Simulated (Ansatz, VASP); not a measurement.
## One calculation of Te2Mo, two programs

```xyz
3
Lattice="3.4665 0.0000 0.0000 -1.7333 3.0021 0.0000 0.0000 0.0000 18.0454" Properties=species:S:1:pos:R:3 pbc="T T T"
Te    0.0000    2.0014   16.2500
Te    0.0000    2.0014    1.7954
Mo    0.0000    0.0000    0.0000
```

Change from the starting cell: strain along c alone, the other axes held, atoms relaxed: +3.0 %.

Alike in both runs: functional LDA; k mesh 12 × 12 × 2; occupations gaussian, width 0.02 eV; no spin polarisation.

Ansatz relaxed the structure, and its values are those at the end. VASP's run is a single point on that final structure, the one shown.

```csv
,VASP,Ansatz
version,VASP 6.6.1,Ansatz 0.2.0
potentials or method,"VASP PAW LDA potentials, release 64 (Te, Mo_sv), cutoff 500 eV","scalar-relativistic, plane waves, PAW"
valence electrons in the cell,26,46
```

Ansatz gave:

| Quantity | Value |
| --- | --- |
| gap on the k mesh at the Fermi level (eV) | 1.24 |
| least direct gap on the mesh (eV) | 1.24 |
| rms of the force components (eV/Å) | 0.004 |

Question: What did VASP give for the same quantities?

Answer: gap on the k mesh at the Fermi level (eV): 1.24; least direct gap on the mesh (eV): 1.24; rms of the force components (eV/Å): 0.024.

LDA's correlation is that of Perdew and Zunger in VASP and of Perdew and Wang (1992) in Ansatz. VASP's potentials hold 26 valence electrons a cell and Ansatz's 46, so a difference there can come from the potentials and not from the codes. Ansatz's warnings: stress scf threshold loose.

Spin-orbit coupling is off throughout.
